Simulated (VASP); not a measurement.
Write the native input for VASP 6.6.1 that does the following.

- Task: single point
- Functional: PBE
- Potentials or basis: VASP PAW PBE potentials, release 64 (Pb_d, F)
- Cutoff: 520 eV
- k mesh: 6 × 6 × 6
- Occupations: gaussian, width 0.01 eV
- Spin: no spin polarisation
- Dipole correction: no
- Further INCAR settings: ALGO = Normal; EDIFF = 1e-06; NBANDS = 37

The structure of PbF2 lies in POSCAR:

```
PbF2
1.0
   -2.3379116626      2.3379116626      6.4563010423
    2.3379116626     -2.3379116626      6.4563010423
    2.3379116626      2.3379116626     -6.4563010423
Pb F
2 4
Direct
    0.7500000000      0.2500000000      0.5000000000
    0.0000000000      0.0000000000      0.0000000000
    0.5548279960      0.0548279960      0.5000000000
    0.8048279960      0.8048279960      0.0000000000
    0.1951720040      0.1951720040      0.0000000000
    0.9451720040      0.4451720040      0.5000000000
```

The input as run:

INCAR

```
SYSTEM = PbF2
PREC = Accurate ; ENCUT = 520
EDIFF = 1E-6 ; ISMEAR = 0
SIGMA = 0.01 ; LREAL = .FALSE.
LASPH = .TRUE. ; NELM = 100
ALGO = Normal ; ISIF = 2
LWAVE = .FALSE. ; LCHARG = .FALSE.
GGA = PE ; NBANDS = 37
```

KPOINTS

```
Automatic mesh
0
G
  6 6 6
  0 0 0
```

Potentials or basis: VASP PAW PBE potentials, release 64 (Pb_d, F).

Run with:

```bash
$ cat potpaw_PBE.64/Pb_d/POTCAR potpaw_PBE.64/F/POTCAR > POTCAR
$ mpirun -np 1 vasp_std > vasp.out
```

Results of the run:

```yaml
Pressure: 1.4 GPa
Largest_force: 0.036 eV/Å
Band_gap_on_the_k_mesh: 4.07 eV (least direct gap 4.28 eV)
```

Caveat: spin-orbit coupling is left out, which moves the levels of the heavy elements.

Wall time 6.5 min on 1 thread of Oxide Virtual Turin-like Processor, on a shared host, peak memory 0.42 GiB.
